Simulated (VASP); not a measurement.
# Zr (P6_3/mmc) in VASP: single point with LDA

Aim: the single point of Zr with LDA.

Everything below comes from runs of VASP 6.6.1. Logs are shortened: lines on timing, memory, paths and dates and some standing lists are left out, and cuts for length are marked.

### Step 1. The cell of the first run

It takes space group P6_3/mmc (No. 194, hexagonal). The conventional cell has a = 3.308 Å, b = 3.308 Å, c = 4.861 Å, α = 90.00°, β = 90.00°, γ = 120.00°. Zr (site symmetry -6m2) has 12 Zr at 3.09 to 3.31 Å within 4.1 Å.

### Step 2. Single point, LDA

Contents of INCAR:

```
PREC = Accurate ; ENCUT = 520
EDIFF = 1E-6 ; ISMEAR = 0
SIGMA = 0.1 ; LREAL = F
LASPH = T ; NELM = 60
ALGO = Fast ; ISIF = 2
LWAVE = F ; LCHARG = F
NBANDS = 58
```

Contents of KPOINTS:

```
Automatic mesh
0
Gamma
  6 6 7
```

Contents of POSCAR:

```
Zr
1.0
    6.6160010973      0.0000000000      0.0000000000
   -3.3080005487      5.7296250217      0.0000000000
    0.0000000000      0.0000000000      4.8610097032
Zr
8
Direct
    0.3333333333      0.1666666667      0.2500000000
    0.3333333333      0.6666666667      0.2500000000
    0.8333333333      0.1666666667      0.2500000000
    0.8333333333      0.6666666667      0.2500000000
    0.1666666667      0.3333333333      0.7500000000
    0.1666666667      0.8333333333      0.7500000000
    0.6666666667      0.3333333333      0.7500000000
    0.6666666667      0.8333333333      0.7500000000
```

Potentials or basis: VASP PAW LDA potentials, release 64 (Zr_sv).

The run is started by

```sh
$ cat potpaw_LDA.64/Zr_sv/POTCAR > POTCAR
$ mpirun -np 1 vasp_std > vasp.out
```

OUTCAR:

```text
PREC = Accurate
   ENCUT = 520
   EDIFF = 1E-6
   ISMEAR = 0
   LREAL = F
   LASPH = T
   NELM = 60
   ISIF = 2

 ion  position               nearest neighbor table
   1  0.333  0.167  0.250-   5 3.09   5 3.09   7 3.09   7 3.09   6 3.09   6 3.09   4 3.31   4 3.31
                             3 3.31   3 3.31   2 3.31   2 3.31
   2  0.333  0.667  0.250-   6 3.09   6 3.09   8 3.09   8 3.09   5 3.09   5 3.09   3 3.31   3 3.31
                             4 3.31   4 3.31   1 3.31   1 3.31
   3  0.833  0.167  0.250-   7 3.09   7 3.09   5 3.09   5 3.09   8 3.09   8 3.09   2 3.31   2 3.31
                             1 3.31   1 3.31   4 3.31   4 3.31
   4  0.833  0.667  0.250-   8 3.09   8 3.09   6 3.09   6 3.09   7 3.09   7 3.09   1 3.31   1 3.31
                             2 3.31   2 3.31   3 3.31   3 3.31
   5  0.167  0.333  0.750-   1 3.09   1 3.09   3 3.09   3 3.09   2 3.09   2 3.09   8 3.31   8 3.31
                             7 3.31   7 3.31   6 3.31   6 3.31
   6  0.167  0.833  0.750-   2 3.09   2 3.09   4 3.09   4 3.09   1 3.09   1 3.09   7 3.31   7 3.31
                             8 3.31   8 3.31   5 3.31   5 3.31
   7  0.667  0.333  0.750-   3 3.09   3 3.09   1 3.09   1 3.09   4 3.09   4 3.09   6 3.31   6 3.31
                             5 3.31   5 3.31   8 3.31   8 3.31
   8  0.667  0.833  0.750-   4 3.09   4 3.09   2 3.09   2 3.09   3 3.09   3 3.09   5 3.31   5 3.31
                             6 3.31   6 3.31   7 3.31   7 3.31

  LATTYP: Found a hexagonal cell.
 ALAT       =     6.6160010973
 C/A-ratio  =     0.7347353230

  Lattice vectors:

 A1 = (   6.6160010973,   0.0000000000,   0.0000000000)
 A2 = (  -3.3080005487,   5.7296250217,   0.0000000000)
 A3 = (   0.0000000000,   0.0000000000,   4.8610097032)

Analysis of symmetry for initial positions (statically):
=====================================================================
 Subroutine PRICEL returns following result:

  LATTYP: Found a hexagonal cell.
 ALAT       =     3.3080005486
 C/A-ratio  =     1.4694706460

  Lattice vectors:

 A1 = (   3.3080005486,   0.0000000000,   0.0000000000)
 A2 = (  -1.6540002743,   2.8648125109,   0.0000000000)
 A3 = (   0.0000000000,   0.0000000000,   4.8610097032)

   4 primitive cells build up your supercell.

 Routine SETGRP: Setting up the symmetry group for a
 hexagonal supercell.

 Subroutine GETGRP returns: Found 24 space group operations
 (whereof 12 operations were pure point group operations)
 out of a pool of 24 trial point group operations.

The static configuration has the point symmetry D_3d.
 The point group associated with its full space group is D_6h.

Analysis of symmetry for dynamics (positions and initial velocities):
=====================================================================
 Subroutine PRICEL returns following result:

  LATTYP: Found a hexagonal cell.
 ALAT       =     3.3080005486
 C/A-ratio  =     1.4694706460

  Lattice vectors:

 A1 = (   3.3080005486,   0.0000000000,   0.0000000000)
 A2 = (  -1.6540002743,   2.8648125109,   0.0000000000)
 A3 = (   0.0000000000,   0.0000000000,   4.8610097032)

   4 primitive cells build up your supercell.

 Routine SETGRP: Setting up the symmetry group for a
 hexagonal supercell.

 Subroutine GETGRP returns: Found 24 space group operations
 (whereof 12 operations were pure point group operations)
 out of a pool of 24 trial point group operations.

The dynamic configuration has the point symmetry D_3d.
 The point group associated with its full space group is D_6h.

 Subroutine INISYM returns: Found 24 space group operations
 (whereof 12 operations are pure point group operations),
 and found     4 'primitive' translations

----------------------------------------------------------------------------------------

                                     Primitive cell

  volume of cell :      46.0668

  direct lattice vectors                    reciprocal lattice vectors
     3.308000549  0.000000000  0.000000000     0.302297411  0.174531491  0.000000000
    -1.654000274  2.864812511  0.000000000     0.000000000  0.349062983  0.000000000
     0.000000000  0.000000000  4.861009703     0.000000000  0.000000000  0.205718577

  length of vectors
     3.308000549  3.308000549  4.861009703     0.349062983  0.349062983  0.205718577

  position of ions in fractional coordinates (direct lattice)
     0.666666667  0.333333333  0.250000000
     0.333333333  0.666666667  0.750000000

  ion indices of the primitive-cell ions
   primitive index   ion index
                 1           1
                 2           5

----------------------------------------------------------------------------------------

 KPOINTS: Automatic mesh

Automatic generation of k-mesh.
 Grid dimensions read from file:
 generate k-points for:    6    6    7

 Generating k-lattice:

  Cartesian coordinates                     Fractional coordinates (reciprocal lattice)
     0.025191451  0.014544291  0.000000000     0.166666667  0.000000000  0.000000000
     0.000000000  0.029088582  0.000000000     0.000000000  0.166666667  0.000000000
     0.000000000  0.000000000  0.029388368     0.000000000  0.000000000  0.142857143

  Length of vectors
     0.029088582  0.029088582  0.029388368

  Shift w.r.t. Gamma in fractional coordinates (k-lattice)
     0.000000000  0.000000000  0.000000000

 Subroutine IBZKPT returns following result:
 ===========================================

 Found     28 irreducible k-points:

 Following reciprocal coordinates:
            Coordinates               Weight
  0.000000  0.000000  0.000000      1.000000
  0.166667  0.000000  0.000000      6.000000
  0.333333  0.000000  0.000000      6.000000
  0.500000  0.000000  0.000000      3.000000
  0.166667  0.166667  0.000000      6.000000
  0.333333  0.166667  0.000000     12.000000
[... 16 lines left out ...]
  0.166667  0.000000  0.428571     12.000000
  0.333333  0.000000  0.428571     12.000000
 [... further k-points ...]
   k-points           NKPTS =     28   k-points in BZ     NKDIM =     28   number of bands    NBANDS=     58
   number of dos      NEDOS =    301   number of ions     NIONS =      8
   total plane-waves  NPLWV =  90000
   dimension x,y,z NGX =    50 NGY =   50 NGZ =   36
   dimension x,y,z NGXF=   100 NGYF=  100 NGZF=   72
   ions per type =               8
   NGX,Y,Z   is equivalent  to a cutoff of  12.56, 12.56, 12.31 a.u.
   NGXF,Y,Z  is equivalent  to a cutoff of  25.13, 25.13, 24.62 a.u.
 SYSTEM =  unknown system
   PREC   = accura    normal or accurate (medium, high low for compatibility)
   ISTART =      0    job   : 0-new  1-cont  2-samecut
   ICHARG =      2    charge: 1-file 2-atom 10-const
   ISPIN  =      1    spin polarized calculation?
   LNONCOLLINEAR =      F non collinear calculations
   LSORBIT =      F    spin-orbit coupling
   LASPH  =      T    aspherical Exc in radial PAW
   ENCUT  =  520.0 eV  38.22 Ry    6.18 a.u.  12.30 12.30  9.04*2*pi/ulx,y,z
   NELM   =     60;   NELMIN=  2; NELMDL= -5     # of ELM steps
   EDIFF  = 0.1E-05   stopping-criterion for ELM
   LREAL  =      F    real-space projection
   EDIFFG = 0.1E-04   stopping-criterion for IOM
   NSW    =      0    number of steps for IOM
   IBRION =     -1    ionic relax: 0-MD 1-quasi-New 2-CG
   NFREE  =      0    steps in history (QN), initial steepest desc. (CG)
   ISIF   =      2    stress and relaxation
   ISYM   =      2    0-nonsym 1-usesym 2-fastsym
   POTIM  = 0.5000    time-step for ionic-motion
   TEBEG  =    0.0;   TEEND  =   0.0 temperature during run
   PSTRESS=    0.0 pullay stress
   NELECT =      96.0000    total number of electrons
   NUPDOWN=      -1.0000    fix difference up-down
   EMIN   =  10.00;   EMAX   =-10.00  energy-range for DOS
   EFERMI =   0.00;   METHOD = LEGACY
   ISMEAR =     0;   SIGMA  =   0.10  broadening in eV -4-tet -1-fermi 0-gaus
   EFERMI_NEDOS =   21; number of points for ismear=-14 and -15
   IALGO  =     68    algorithm
   IMIX   =      4    mixing-type and parameters
     AMIX     =   0.40;   BMIX     =  1.00
     AMIX_MAG =   1.60;   BMIX_MAG =  1.00
  volume/ion in A,a.u.               =      23.03       155.44
  Fermi-wavevector in a.u.,A,eV,Ry     =   1.317293  2.489323 23.609669  1.735262
  Thomas-Fermi vector in A             =   2.447345
   LORBIT       =      0    0 simple, 1 ext, 2 COOP (PROOUT), +10 PAW based schemes
   GGA     = CA    functional components
   LHFCALC =     F    Hartree Fock is set to
   AEXX    =    0.0000 exact exchange contribution
   IVDW    =     0    specifies the selected vdW correction
   LEPSILON=     F    determine dielectric tensor
   LRPA    =     F    only Hartree local field effects (RPA)
 non-spin polarized calculation
 RMM-DIIS sequential band-by-band and
 Gauss-broadening in eV      SIGMA  =   0.10
  energy-cutoff  :      520.00
  volume of cell :      184.27
 maximum number of plane-waves:      4998
 NGX is ok and might be reduce to    50
   NGX = 25   NGY = 25   NGZ = 19

 number of electron      95.9999998 magnetization

 Free energy of the ion-electron system (eV)
  ---------------------------------------------------
  ext. energy  EPLUGINS =         0.00000000
  ---------------------------------------------------
  free energy    TOTEN  =       -73.94412819 eV

  energy without entropy =      -73.90304767  energy(sigma->0) =      -73.92358793

 E-fermi :   8.9319     XC(G=0): -11.3394

 val. band max:        8.9305147355   @ k =   0.3333   0.3333   0.4286
 cond. band min:       8.9329383531   @ k =   0.1667   0.0000   0.4286
 fundamental gap:      0.0024236176
 Fermi energy:         8.9319051177

 k-point     1 :       0.0000    0.0000    0.0000
  band No.  band energies     occupation
      1     -39.6647      2.00000
      2     -39.5260      2.00000
      3     -39.5260      2.00000
      4     -39.5260      2.00000
      5     -39.4538      2.00000
      6     -39.4538      2.00000
[... 1453 lines left out ...]
     57       9.9239      0.00000
     58       9.9260      0.00000

 [... further k-points ...]

------------------------ aborting loop because EDIFF is reached ----------------------------------------

  FORCE on cell =-STRESS in cart. coord.  units (eV):
  Direction    XX          YY          ZZ          XY          YZ          ZX
  --------------------------------------------------------------------------------------
  -------------------------------------------------------------------------------------
  Total       -7.8740472     -7.8740472      0.1217413      0.0000000      0.0000000      0.0000000
  in kB      -68.4636961    -68.4636961      1.0585227      0.0000000      0.0000000      0.0000000
  external PRESSURE =     -45.2896232 kB  Pullay stress =       0.0000000 kB

 VOLUME and BASIS-vectors are now :
 -----------------------------------------------------------------------------
  energy-cutoff  :      520.00
  volume of cell :      184.27
      direct lattice vectors                 reciprocal lattice vectors
     6.616001097  0.000000000  0.000000000     0.151148705  0.087265746  0.000000000
    -3.308000549  5.729625022  0.000000000     0.000000000  0.174531491  0.000000000
     0.000000000  0.000000000  4.861009703     0.000000000  0.000000000  0.205718577

 POSITION                                       TOTAL-FORCE (eV/Angst)
 -----------------------------------------------------------------------------------
      1.65400      0.95494      1.21525         0.000000      0.000000      0.000000
     -0.00000      3.81975      1.21525         0.000000     -0.000000      0.000000
      4.96200      0.95494      1.21525         0.000000     -0.000000     -0.000000
      3.30800      3.81975      1.21525         0.000000     -0.000000      0.000000
      0.00000      1.90988      3.64576         0.000000      0.000000      0.000000
     -1.65400      4.77469      3.64576        -0.000000     -0.000000      0.000000
      3.30800      1.90988      3.64576        -0.000000      0.000000     -0.000000
      1.65400      4.77469      3.64576        -0.000000      0.000000      0.000000
 -----------------------------------------------------------------------------------
    total drift:                                0.000000     -0.000000      0.000001

  FREE ENERGIE OF THE ION-ELECTRON SYSTEM (eV)
  ---------------------------------------------------
  free  energy   TOTEN  =       -73.9441281946 eV

  energy  without entropy=      -73.9030476660  energy(sigma->0) =      -73.92358793
```

Wall time 17 min (1 thread of Intel Xeon 8259CL, shared host); peak memory 0.34 GiB.

What came out:

- Free energy: -73.9441 eV
- Pressure: -4.5 GPa
- Band gap on the k mesh: zero (bands 48 and 49 overlap by 0.61 eV)

Caveat: the stress differs along the axes, from -7 to 0 GPa.
